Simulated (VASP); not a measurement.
Wanted: the native input for a VASP 6.6.1 run.

- Task: relaxation of cell and atoms
- Functional: PBE
- Potentials or basis: VASP PAW PBE potentials, release 64 (Ni)
- Cutoff: 600 eV
- k mesh: 22 × 22 × 22
- Occupations: fermi-dirac, width 0.08 eV
- Spin: collinear spin, ferromagnetic start
- Starting moments: [1.0] μB
- Target pressure: 190 GPa
- Dipole correction: no
- Further INCAR settings: ALGO = Normal; EDIFF = 1e-06; IBRION = 2; EDIFFG = -0.005; NSW = 60; ISIF = 3

The structure of Ni lies in POSCAR:

```
Ni
1.0
   -1.2278854392      1.2278854392      1.2278854392
    1.2278854392     -1.2278854392      1.2278854392
    1.2278854392      1.2278854392     -1.2278854392
Ni
1
Direct
    0.0000000000      0.0000000000      0.0000000000
```

One way to write it, as run:

INCAR

```
SYSTEM = Ni
PREC = Accurate
ENCUT = 600
EDIFF = 1E-6
ISMEAR = -1
SIGMA = 0.08
LREAL = .FALSE.
LASPH = .TRUE.
NELM = 150
ALGO = Normal
ISIF = 3
LWAVE = .FALSE.
LCHARG = .FALSE.
ISPIN = 2
MAGMOM = 1
LORBIT = 11
LMAXMIX = 4
GGA = PE
IBRION = 2
NSW = 60
EDIFFG = -0.005
PSTRESS = 1900.0
```

KPOINTS

```
Automatic mesh
0
G
  22 22 22
  0 0 0
```

Potentials or basis: VASP PAW PBE potentials, release 64 (Ni).

The run is started by

```bash
$ cat potpaw_PBE.64/Ni/POTCAR > POTCAR
$ mpirun -np 1 vasp_std > vasp.out
```

Results of the run:

| Quantity | Value |
| --- | --- |
| Relaxed volume | 7.43 Å³/atom |
| Relaxed cell | a = 2.129 Å, b = 2.129 Å, c = 2.129 Å, α = 109.47°, β = 109.47°, γ = 109.47° |
| Space group after relaxing (to 0.05 Å) | Im-3m (No. 229) |
| Energy change on relaxing (the enthalpy is what falls) | -24.8 meV/atom |
| Ionic steps | 3 |
| Pressure after relaxing | 190.0 GPa |
| Band gap on the k mesh | zero (filled and empty bands overlap) |
| Net moment | 0.00 μB per cell |

Caveat: the cell is relaxed towards a set pressure, so the enthalpy falls and the energy may rise.

It took 75 s on 1 thread of Intel Xeon 6975P-C, with other jobs on the host, peak memory 0.18 GiB.
